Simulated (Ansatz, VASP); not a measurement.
**InAs: VASP beside Ansatz**

```xyz
2
Lattice="0.0000 2.7778 2.7778 2.7778 0.0000 2.7778 2.7778 2.7778 0.0000" Properties=species:S:1:pos:R:3 pbc="T T T"
In    2.9021    2.7778    2.7778
As   -0.1904    0.0000    0.0000
```

Change from the starting cell: mode 4 frozen in at -0.192 Å, equal normal strain along x, y and z -0.0083.

Alike in both runs: task single point; functional LDA; k mesh 14 × 14 × 14; occupations gaussian, width 0.15 eV; no spin polarisation.

|  | VASP | Ansatz |
| --- | --- | --- |
| version | VASP 6.6.1 | Ansatz 0.2.0 |
| potentials or method | VASP PAW LDA potentials, release 64 (In_d, As), cutoff 500 eV | scalar-relativistic, plane waves, PAW |
| valence electrons in the cell | 18 | 28 |

|  | VASP | Ansatz | Ansatz less VASP |
| --- | --- | --- | --- |
| gap on the k mesh at the Fermi level (eV) | none | none | - |
| pressure (GPa) | 5.6 | 5.2 | -0.38 |
| traceless stress, the component that is largest in VASP (GPa) | 9.52 | 9.45 | -0.070 |
| rms of the force components (eV/Å) | 0.907 | 0.894 | -0.0133 |

Ansatz warns that its potentials were made for another functional, while VASP's fit it. LDA's correlation is that of Perdew and Zunger in VASP and of Perdew and Wang (1992) in Ansatz. Atom by atom the forces differ by 0.013 eV/Å (rms over components). A gap of «none» marks a metal or a gap that the smearing closes. VASP's potentials hold 18 valence electrons a cell and Ansatz's 28, so a difference there can come from the potentials and not from the codes.
